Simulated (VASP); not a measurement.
Input of a VASP 6.6.1 run:

The input INCAR:

```
SYSTEM = Te2Mo
  PREC = Accurate
  ENCUT = 520
  EDIFF = 1E-6
  ISMEAR = 0
  SIGMA = 0.05
  LREAL = .False.
  LASPH = .True.
  NELM = 60
  ALGO = Normal
  ISIF = 2
  LWAVE = .False.
  LCHARG = .False.
  GGA = PE
  NBANDS = 20
```

KPOINTS

```
regular mesh
0
Gamma
  12 12 2
  0 0 0
```

The input POSCAR:

```
Te2Mo
1.0
    3.4223477266      0.0000000000      0.0000000000
   -1.7111738633      2.9638400718      0.0000000000
    0.0000000000      0.0000000000     15.8779822775
Te Mo
2 1
Direct
    0.3333333333      0.6666666667      0.8967969900
    0.3333333333      0.6666666667      0.1032030100
    0.0000000000      0.0000000000      0.0000000000
```

Potentials or basis: VASP PAW PBE potentials, release 64 (Te, Mo_sv).

Launch:

```sh
$ cat potpaw_PBE.64/Te/POTCAR potpaw_PBE.64/Mo_sv/POTCAR > POTCAR
$ mpirun -np 1 vasp_std > vasp.out
```

Problem. Predict the largest force.

Solution. 4.038 eV/Å.

Problem. What does it give for the band gap on the k mesh?

Solution. 1.10 eV.

Forces on the atoms (eV/Å):
```
Te   0.000  0.000 -4.038
Te   0.000  0.000  4.038
Mo   0.000  0.000  0.000
```

Caveat: there is no dipole correction, which matters where the two faces differ; spin-orbit coupling is left out, which moves the levels of the heavy elements.
